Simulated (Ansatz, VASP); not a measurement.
RbIr in VASP and in Ansatz

Contents of INCAR:

```
  ALGO = Normal
  EDIFF = 1E-8
  ENCUT = 520
  GGA = PE
  ISIF = 2
  ISMEAR = -1
  LASPH = True
  LCHARG = False
  LEFG = True
  LREAL = False
  LWAVE = False
  NBANDS = 16
  NELM = 80
  PREC = Accurate
  SIGMA = 0.05
```

The input KPOINTS:

```
k-points
0
Gamma
  9 9 9
```

File POSCAR:

```
RbIr
1.0
    3.8079190921      0.0000000000      0.0000000000
    0.0000000000      3.8079190921      0.0000000000
    0.0000000000      0.0000000000      3.8079190921
Rb Ir
1 1
Direct
    0.0000000000      0.0000000000      0.0000000000
    0.5000000000      0.5000000000      0.5000000000
```

Input for Ansatz:

```yaml
crystal:
  lattice:
    - [3.8079190921, 0.0, 0.0]
    - [0.0, 3.8079190921, 0.0]
    - [0.0, 0.0, 3.8079190921]
  atoms:
    - { symbol: Rb, position: [0.0, 0.0, 0.0] }
    - { symbol: Ir, position: [0.5, 0.5, 0.5] }
kpoints:
  mp_grid: { grid: [9, 9, 9] }
scf:
  occupations: { method: fermi_dirac, width: 0.05 }
hamiltonian:
  xc: pbe
  pseudopotentials: { kind: paw }
output:
  forces: true
  stress: true
  eigenvalues: true
  efg: { contact_densities: true }
  populations: true
  bader: true
  dos: { projected: true, de: 0.2, e_range: [-14, 8] }
  write_density: true
  write_potential: true
  elf: true
  volumetric_format: npy
```

Alike in both runs: task electric field gradients; functional PBE; k mesh 9 × 9 × 9; occupations fermi-dirac, width 0.05 eV; no spin polarisation.

|  | VASP | Ansatz |
| --- | --- | --- |
| version | VASP 6.6.1 | Ansatz 0.2.0 |
| potentials or method | VASP PAW PBE potentials, release 64 (Rb_sv, Ir) | PAW with Ansatz's default frozen-core files, scalar-relativistic |
| plane-wave cutoff (eV) | 520 | 420 |
| valence electrons in the cell | 18 | 26 |

```tsv
	VASP	Ansatz	Ansatz less VASP
pressure (GPa)	0.1	0.0	-0.12
```

With one functional, cell and mesh, what is left measures potentials, basis and numerics. VASP's potentials hold 18 valence electrons a cell and Ansatz's 26, so a difference there can come from the potentials and not from the codes.

Neither program's run includes spin-orbit coupling.
